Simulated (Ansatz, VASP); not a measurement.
Two plane-wave programs on AgCl

The input INCAR:

```
PREC     = Accurate       # precision mode
ENCUT    = 520            # plane-wave cutoff, eV
EDIFF    = 1E-6           # SCF threshold, eV
ISMEAR   = -1             # smearing method
SIGMA    = 0.02           # smearing width, eV
LREAL    = False          # projectors in reciprocal space
LASPH    = True           # aspherical terms in the spheres
NELM     = 60             # most SCF steps
ALGO     = Normal         # electronic algorithm
ISIF     = 2              # what is computed and relaxed
LWAVE    = False          # write WAVECAR
LCHARG   = False          # write CHGCAR
GGA      = PE             # functional
NBANDS   = 16             # bands
```

The input KPOINTS:

```
Automatic mesh
0
Gamma
  8 8 8
```

File POSCAR:

```
AgCl
1.0
    0.0000000000      2.9932651224      2.9932651224
    3.0680967505      0.0000000000      2.9932651224
    3.0680967505      2.9932651224      0.0000000000
Ag Cl
1 1
Direct
    0.0000000000      0.0000000000      0.0000000000
    0.2500000000      0.2500000000      0.2500000000
```

Input for Ansatz:

```yaml
crystal:
  lattice:
    - [0.0, 2.9932651224, 2.9932651224]
    - [3.0680967505, 0.0, 2.9932651224]
    - [3.0680967505, 2.9932651224, 0.0]
  atoms:
    - { symbol: Ag, position: [0.0, 0.0, 0.0] }
    - { symbol: Cl, position: [0.25, 0.25, 0.25] }
kpoints:
  mp_grid: { grid: [8, 8, 8] }
  band_path:
    path:
      - [0.0, 0.0, 0.0]
      - [-0.5, -0.5, 0.0]
      - [-0.375, -0.375, 0.25]
      - [-0.375, 0.0, 0.375]
      - [0.0, 0.0, 0.5]
      - [-0.5, -0.25, 0.25]
    npoints: 1
hamiltonian:
  xc: pbe
scf:
  occupations: { method: fermi_dirac, width: 0.02 }
  n_extra_bands: 4
output:
  forces: true
  stress: true
  eigenvalues: true
```

Change from the starting cell: uniaxial_x strain +2.5%.

Alike in both runs: task single point; functional PBE; k mesh 8 × 8 × 8; occupations fermi-dirac, width 0.02 eV; no spin polarisation.

```csv
,VASP,Ansatz
version,VASP 6.6.1,Ansatz 0.2.0
potentials or method,"VASP PAW PBE potentials, release 64 (Ag, Cl)","plane waves, PAW"
plane-wave cutoff (eV),520,420
valence electrons in the cell,18,26
```

|  | VASP | Ansatz | Ansatz less VASP |
| --- | --- | --- | --- |
| gap on the k mesh at the Fermi level (eV) | 1.27 | 1.27 | +0.001 |
| pressure (GPa) | 0.2 | 0.3 | +0.10 |
| traceless stress, the component that is largest in VASP (GPa) | -0.05 | -0.05 | +0.001 |

VASP's potentials hold 18 valence electrons a cell and Ansatz's 26, so a difference there can come from the potentials and not from the codes.
